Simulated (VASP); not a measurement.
Set up this calculation in VASP 6.6.1, as the native input.

```
Task                   : single point
Functional             : r2SCAN
Potentials or basis    : VASP PAW PBE potentials, release 64 (Be, S, Cd)
Cutoff                 : 520 eV
k mesh                 : 4 × 4 × 4
Occupations            : gaussian, width 0.01 eV
Spin                   : no spin polarisation
Dipole correction      : no
Further INCAR settings : ALGO = Normal; EDIFF = 1e-06; NBANDS = 41
```

The system is BeCd3S4.

```
Be S Cd
1.0
     5.61602    0.00000    0.00000
     0.00000    5.61602    0.00000
     0.00000    0.00000    5.61602
Be S Cd
1 4 3
Cartesian
  0.0000 0.0000 0.0000
  1.2447 1.2447 1.2447
  4.3714 4.3714 1.2447
  4.3714 1.2447 4.3714
  1.2447 4.3714 4.3714
  2.8080 2.8080 0.0000
  2.8080 0.0000 2.8080
  0.0000 2.8080 2.8080
```

These files were run (other wordings do the same):

POSCAR

```
BeCd3S4
1.0
    5.6160231238      0.0000000000      0.0000000000
    0.0000000000      5.6160231238      0.0000000000
    0.0000000000      0.0000000000      5.6160231238
Be S Cd
1 4 3
Direct
    0.0000000000      0.0000000000      0.0000000000
    0.2216284717      0.2216284717      0.2216284717
    0.7783715283      0.7783715283      0.2216284717
    0.7783715283      0.2216284717      0.7783715283
    0.2216284717      0.7783715283      0.7783715283
    0.5000000000      0.5000000000      0.0000000000
    0.5000000000      0.0000000000      0.5000000000
    0.0000000000      0.5000000000      0.5000000000
```

INCAR.step1

```
  PREC = Accurate
  ENCUT = 520
  ISMEAR = 0
  SIGMA = 0.01
  LREAL = False
  LASPH = True
  NELM = 60
  NBANDS = 41
  GGA = PE
  ALGO = Normal
  EDIFF = 1E-4
  LWAVE = True
  LCHARG = False
```

INCAR.step2

```
  PREC = Accurate
  ENCUT = 520
  EDIFF = 1E-6
  ISMEAR = 0
  SIGMA = 0.01
  LREAL = False
  LASPH = True
  NELM = 60
  ALGO = Normal
  ISIF = 2
  LWAVE = False
  LCHARG = True
  METAGGA = R2SCAN
  LMIXTAU = True
  LELF = True
  LVHAR = True
  NBANDS = 41
  ISTART = 1
```

KPOINTS

```
regular mesh
0
Gamma
  4 4 4
```

Potentials or basis: VASP PAW PBE potentials, release 64 (Be, S, Cd).

The run is started by

```sh
$ cat potpaw_PBE.64/Be/POTCAR potpaw_PBE.64/S/POTCAR potpaw_PBE.64/Cd/POTCAR > POTCAR
$ cp INCAR.step1 INCAR
$ mpirun -np 1 vasp_std > vasp.out
$ cp INCAR.step2 INCAR
$ mpirun -np 1 vasp_std > vasp.out
```

Results of the run:

The pressure is 0.3 GPa, the largest force is 0.029 eV/Å and the band gap on the k mesh is 2.18 eV, indirect (least direct gap 2.21 eV).

Caveat: the PAW data sets were made with another functional, which shifts forces and pressure a little.

It took 2.4 min on 1 thread of Intel(R) Xeon(R) 6975P-C (Granite Rapids) (shared host), peak memory 0.31 GiB.
